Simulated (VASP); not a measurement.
Crystal: Ba3Mo.

```xyz
4
Lattice="6.3566 0.0000 0.0000 -3.1783 5.5050 0.0000 0.0000 0.0000 4.3880" Properties=species:S:1:pos:R:3 pbc="T T T"
Ba    3.1783    0.0000    0.0000
Ba   -1.5892    2.7525    0.0000
Ba    1.5892    2.7525    0.0000
Mo    0.0000    0.0000    0.0000
```

The cell was built from a structure type or drawn by symmetry, and may not be a known phase.

```yaml
Program: VASP 6.6.1
Task: relaxation of cell and atoms
Functional: PBE
Potentials_or_basis: VASP PAW PBE potentials, release 64 (Ba_sv, Mo_sv)
Cutoff: 600 eV
k_mesh: 3 × 3 × 4
Occupations: gaussian, width 0.1 eV
Spin: no spin polarisation
```

At the start: pressure 3.8 GPa; volume 38.39 Å³/atom.

Task: Where does the relaxation end?

Result: Over 11 steps the energy falls by 463.7 meV/atom and the volume is 37.75 Å³/atom (-1.7 %); space group P6/mmm (No. 191, to 0.1 Å) before and after.

Step by step:
| step | energy change (eV) | largest force (eV/Å) | pressure (GPa) | volume (Å³) |
| --- | --- | --- | --- | --- |
| 1 | 0.0000 | 0.0000 | 3.75 | 153.55 |
| 2 | -1.2762 | 0.0000 | -0.54 | 172.89 |
| 3 | -1.5078 | 0.0000 | -1.86 | 182.93 |
| 4 | -1.5152 | 0.0000 | -1.98 | 184.14 |
| 5 | -1.7427 | 0.0000 | -1.55 | 170.48 |
| 6 | -1.8164 | 0.0000 | -1.04 | 161.32 |
| 7 | -1.8209 | 0.0000 | -0.79 | 157.98 |
| 8 | -1.8538 | 0.0000 | 0.00 | 151.21 |
| 9 | -1.8541 | 0.0000 | 0.09 | 150.49 |
| 10 | -1.8541 | 0.0000 | 0.11 | 150.34 |
| 11 | -1.8548 | 0.0000 | 0.03 | 151.01 |

Final structure:
```
Ba Mo
1.0
     7.12458    0.00000    0.00000
    -3.56229    6.17007    0.00000
     0.00000    0.00000    3.43513
Ba Mo
3 1
Cartesian
  0.0000 6.1701 0.0000
  -1.7811 3.0850 3.4351
  1.7811 3.0850 0.0000
  0.0000 0.0000 3.4351
```

Caveat: the k points lie up to 0.46 Å⁻¹ apart in the final cell, too coarse for converged energies and pressures of a metal; a cell axis changed by over 15 % at a fixed basis, so the end point is rough.
